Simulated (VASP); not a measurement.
Write the native input for VASP 6.6.1 that does the following.

| Property | Result |
| --- | --- |
| Task | relaxation of cell and atoms |
| Functional | PBE |
| Potentials or basis | VASP PAW PBE potentials, release 64 (B, Br) |
| Cutoff | 600 eV |
| k mesh | 10 × 10 × 10 |
| Occupations | gaussian, width 0.1 eV |
| Spin | no spin polarisation |
| Dipole correction | no |
| Further INCAR settings | ALGO = Normal; EDIFF = 1e-06; IBRION = 2; EDIFFG = -0.01; NSW = 100; ISIF = 3 |

The structure of B6Br lies in POSCAR:

```
B6Br
1.0
    4.2428490319      0.0000000000      0.0000000000
    0.0000000000      4.2428490319      0.0000000000
    0.0000000000      0.0000000000      4.2428490319
B Br
6 1
Direct
    0.1974934927      0.5000000000      0.5000000000
    0.5000000000      0.1974934927      0.5000000000
    0.8025065073      0.5000000000      0.5000000000
    0.5000000000      0.8025065073      0.5000000000
    0.5000000000      0.5000000000      0.1974934927
    0.5000000000      0.5000000000      0.8025065073
    0.0000000000      0.0000000000      0.0000000000
```

The cell was generated, and may not be a known phase.

One way to write it, as run:

INCAR

```
ALGO = Normal
EDIFF = 1E-6
EDIFFG = -0.01
ENCUT = 600
GGA = PE
IBRION = 2
ISIF = 3
ISMEAR = 0
LASPH = T
LCHARG = F
LREAL = F
LWAVE = F
NELM = 100
NSW = 100
PREC = Accurate
SIGMA = 0.1
```

KPOINTS

```
k-points
0
Gamma
  10 10 10
```

Potentials or basis: VASP PAW PBE potentials, release 64 (B, Br).

The run is started by

```sh
$ cat potpaw_PBE.64/B/POTCAR potpaw_PBE.64/Br/POTCAR > POTCAR
$ mpirun -np 1 vasp_std > vasp.out
```

Results of the run:

The relaxed volume is 10.92 Å³/atom. The relaxed cell is a = 4.244 Å, b = 4.244 Å, c = 4.244 Å, α = 90.00°, β = 90.00°, γ = 90.00° and the space group after relaxing (to 0.1 Å) is Pm-3m (No. 221). The energy gained by relaxing is 0.0 meV/atom, the ionic steps are 3 and the pressure after relaxing is 0.1 GPa. The largest force after relaxing is 0.004 eV/Å and the band gap on the k mesh is zero (an odd number of electrons rules out a gap without spin polarisation).

Caveat: an odd number of electrons without spin polarisation forces a metal; a magnetic or distorted state may lie lower.

Wall time 2.3 min on 1 thread of Intel(R) Xeon(R) Platinum 8488C (Sapphire Rapids) (shared host), peak memory 0.25 GiB.
